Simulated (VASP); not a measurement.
Runs of VASP 6.6.1 on InSb. It takes space group Cmcm (No. 63, orthorhombic). Conventional cell: a = 6.127 Å, b = 6.163 Å, c = 6.127 Å, α = 90.00°, β = 90.00°, γ = 90.00°. Within 4.1 Å of In (site symmetry m2m) lie 6 Sb at 3.06 to 3.09 Å and 2 In at 4.10 Å. Sb (site symmetry m2m) has 6 In at 3.06 to 3.09 Å and 10 Sb at 4.11 to 4.35 Å within 4.4 Å. 

| level | potentials or basis | k mesh | smearing | gap on the mesh (eV) | pressure (GPa) | largest force (eV/Å) |
| --- | --- | --- | --- | --- | --- | --- |
| PBEsol | VASP PAW PBE potentials, release 64 (In_d, Sb) | 10 × 10 × 8 | gaussian 0.1 eV | none | -2.6 | 0.02 |
| PBE | VASP PAW PBE potentials, release 64 (In_d, Sb) | 10 × 10 × 8 | methfessel-paxton 0.1 eV | none | 0.1 | - |
| PBE | VASP PAW PBE potentials, release 64 (In_d, Sb) | 4 × 4 × 4 | gaussian 0.1 eV | none | 0.8 | 0.24 |
| PBE | VASP PAW PBE potentials, release 64 (In_d, Sb) | 10 × 10 × 8 | methfessel-paxton 0.01 eV | none | 0.1 | 0.01 |
| PBE | VASP PAW PBE potentials, release 64 (In_d, Sb) | 16 × 16 × 12 | gaussian 0.1 eV | none | 0.1 | 0.02 |
| PBE | VASP PAW PBE potentials, release 64 (In_d, Sb) | 10 × 10 × 8 | gaussian 0.1 eV | none | 0.1 | 0.01 |
| PBE | VASP PAW PBE potentials, release 64 (In_d, Sb) | 10 × 10 × 8 | methfessel-paxton 0.2 eV | none | 0.1 | 0.01 |
| LDA | VASP PAW LDA potentials, release 64 (In_d, Sb) | 10 × 10 × 8 | gaussian 0.1 eV | none | (a) | 0.04 |

Alike in all rows: task single point; no spin polarisation; cell as given; cutoff (eV) 520.

Task: Fill in the values left out.

Result: (a) -4.0.

Caveats: some runs use coarse meshes; spin-orbit coupling is left out, which moves the levels of the heavy elements; the PAW data sets were made with another functional, which shifts forces and pressure a little (at least some runs); the cell stands under tension (at least some runs).

A k mesh can miss the band edges, and the runs leave out spin-orbit coupling on In, Sb.

A gap of «none» marks levels without a gap at the run's occupations.
